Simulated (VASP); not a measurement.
The system is RbGe4N2.

```
Rb Ge N
1.0
    -3.29093    3.29093    2.90471
     3.29093   -3.29093    2.90471
     3.29093    3.29093   -2.90471
Rb Ge N
1 4 2
Direct
  0.00000 0.00000 0.00000
  0.74285 0.50000 0.24285
  0.50000 0.74285 0.24285
  0.50000 0.25715 0.75715
  0.25715 0.50000 0.75715
  0.25000 0.75000 0.50000
  0.75000 0.25000 0.50000
```

| Property | Result |
| --- | --- |
| Program | VASP 6.6.1 |
| Task | relaxation of cell and atoms |
| Functional | PBE |
| Potentials or basis | VASP PAW PBE potentials, release 64 (Rb_sv, Ge_d, N) |
| Cutoff | 600 eV |
| k mesh | 4 × 4 × 4 |
| Occupations | gaussian, width 0.1 eV |
| Spin | no spin polarisation |

At the start: pressure 6.5 GPa; volume 17.98 Å³/atom.

**Question.** Where does the relaxation end?

**Answer.** Over 11 steps the energy falls by 388.8 meV/atom and the volume is 21.80 Å³/atom (+21.3 %); space group I4/mmm (No. 139, to 0.05 Å).

Step by step:
```csv
step,energy change (eV),largest force (eV/Å),pressure (GPa),volume (Å³)
1,0.0000,4.9638,6.49,125.83
2,-2.4089,0.6489,0.20,139.56
3,-2.4784,0.2111,0.01,141.67
4,-2.4642,0.4418,0.57,145.95
5,-2.4923,0.1183,0.02,143.67
6,-2.4928,0.0621,0.02,143.29
7,-2.6024,0.1250,0.30,143.63
8,-2.6561,0.3625,0.85,143.85
9,-2.6954,0.2419,0.47,147.02
10,-2.7218,0.0418,0.02,152.20
11,-2.7218,0.0273,-0.03,152.60
```

Final structure:
```xyz
7
Lattice="-3.6944 3.6944 2.7953 3.6944 -3.6944 2.7953 3.6944 3.6944 -2.7953" Properties=species:S:1:pos:R:3 pbc="T T T"
Rb    3.6944    3.6944   -2.7953
Ge    0.0000    2.2056    2.7953
Ge    2.2056    0.0000    2.7953
Ge    1.4888    3.6944    0.0000
Ge    3.6944    1.4888    0.0000
N     3.6944    0.0000    1.3976
N     0.0000    3.6944    1.3976
```

Caveat: the k points lie up to 0.35 Å⁻¹ apart in the final cell; the volume moved by over 15 % at a fixed basis, so the end points are rough.
